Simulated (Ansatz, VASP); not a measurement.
# One calculation of KCdCO3F, two programs

INCAR

```
SYSTEM = KCdCO3F
ALGO     = Normal         ! electronic algorithm
EDIFF    = 1E-7           ! SCF threshold, eV
EDIFFG   = -0.005         ! ionic threshold
ENCUT    = 600            ! plane-wave cutoff, eV
GGA      = PE             ! functional
IBRION   = 2              ! ionic algorithm
ISIF     = 3              ! what is computed and relaxed
ISMEAR   = 0              ! smearing method
LASPH    = .True.         ! aspherical terms in the spheres
LCHARG   = .False.        ! write CHGCAR
LREAL    = .False.        ! projectors in reciprocal space
LWAVE    = .False.        ! write WAVECAR
NELM     = 100            ! most SCF steps
NSW      = 100            ! ionic steps
PREC     = Accurate       ! precision mode
SIGMA    = 0.02           ! smearing width, eV
```

Contents of KPOINTS:

```
k-points
0
Gamma
  6 6 6
  0 0 0
```

File POSCAR:

```
KCdCO3F
1.0
    5.1330249292      0.0000000000      0.0000000000
   -2.5665124646      4.4453299870      0.0000000000
    0.0000000000      0.0000000000      4.4817547132
K Cd C O F
1 1 1 3 1
Direct
    0.0000000000      0.0000000000      0.0000000000
    0.6666666667      0.3333333333      0.5000000000
    0.3333333333      0.6666666667      0.5000000000
    0.1878797143      0.3757594285      0.5000000000
    0.1878797143      0.8121202857      0.5000000000
    0.6242405715      0.8121202857      0.5000000000
    0.6666666667      0.3333333333      0.0000000000
```

Input for Ansatz:

```yaml
crystal:
  lattice:
    - [5.1330249292, 0.0, 0.0]
    - [-2.5665124646, 4.445329987, 0.0]
    - [0.0, 0.0, 4.4817547132]
  atoms:
    - { symbol: K, position: [0.0, 0.0, 0.0] }
    - { symbol: Cd, position: [0.6666666667, 0.3333333333, 0.5] }
    - { symbol: C, position: [0.3333333333, 0.6666666667, 0.5] }
    - { symbol: O, position: [0.1878797143, 0.3757594285, 0.5] }
    - { symbol: O, position: [0.1878797143, 0.8121202857, 0.5] }
    - { symbol: O, position: [0.6242405715, 0.8121202857, 0.5] }
    - { symbol: F, position: [0.6666666667, 0.3333333333, 0.0] }
basis:
  ecutwfc: 420
kpoints:
  mp_grid: { grid: [6, 6, 6] }
hamiltonian:
  xc: pbe
scf:
  occupations: { method: gaussian, width: 0.02 }
output:
  forces: true
  stress: true
  eigenvalues: true
  write_density: true
  write_potential: true
  elf: true
  volumetric_format: npy
relax:
  adjacent_minimum: "off"
  f_tol: 0.005
  max_steps: 80
  cell: { stress_tol: 0.05 }
```

Alike in both runs: task relaxation of cell and atoms; functional PBE; k mesh 6 × 6 × 6; occupations gaussian, width 0.02 eV; no spin polarisation.

|  | VASP | Ansatz |
| --- | --- | --- |
| version | VASP 6.6.1 | Ansatz 0.2.0 |
| potentials or method | VASP PAW PBE potentials, release 64 (K_sv, Cd, C, O, F), cutoff 600 eV | scalar-relativistic, plane waves, PAW |
| valence electrons in the cell | 50 | 58 |

VASP gave:

```
gap on the k mesh at the Fermi level, each at its own relaxed structure (eV) : 1.75
relaxed volume (Å³/atom)                                                     : 14.66
relaxed cell length with the largest relative difference (Å)                 : 4.500
```

Problem. Which values does Ansatz return?

Solution. gap on the k mesh at the Fermi level, each at its own relaxed structure (eV): 1.78; relaxed volume (Å³/atom): 14.63; relaxed cell length with the largest relative difference (Å): 4.487.

VASP's potentials hold 50 valence electrons a cell and Ansatz's 58, so a difference there can come from the potentials and not from the codes.
